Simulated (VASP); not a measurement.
A run of VASP 6.6.1:

The input INCAR:

```
SYSTEM = SnO2
  PREC = Accurate
  ENCUT = 520
  EDIFF = 1E-7
  ISMEAR = 0
  SIGMA = 0.05
  LREAL = .False.
  LASPH = .True.
  NELM = 60
  ALGO = Normal
  ISIF = 2
  LWAVE = .False.
  LCHARG = .False.
  NBANDS = 35
```

KPOINTS

```
regular mesh
0
Gamma
  6 6 8
  0 0 0
```

File POSCAR:

```
SnO2
1.0
    4.6665314825      0.0000000000      0.0000000000
    0.0000000000      4.6671047442      0.0000000000
    0.0000000000      0.0000000000      3.1527341536
Sn O
2 4
Direct
    0.5000000000      0.5000000000      0.5000000000
    0.0000000000      0.0000000000      0.0000000000
    0.3059833077      0.2543006016      0.0000000000
    0.8059833077      0.2456993984      0.5000000000
    0.1940166923      0.7543006016      0.5000000000
    0.6940166923      0.7456993984      0.0000000000
```

Potentials or basis: VASP PAW LDA potentials, release 64 (Sn_d, O).

The run is started by

```sh
$ cat potpaw_LDA.64/Sn_d/POTCAR potpaw_LDA.64/O/POTCAR > POTCAR
$ mpirun -np 1 vasp_std > vasp.out
```

Hardware: 1 thread of Intel(R) Xeon(R) 6975P-C (Granite Rapids), on a shared host.

Estimate the wall time of this run.

Wall time 68 s on 1 thread of Intel(R) Xeon(R) 6975P-C (Granite Rapids), on a shared host, peak memory 0.25 GiB. Counts: scf iterations 14, k points 80.
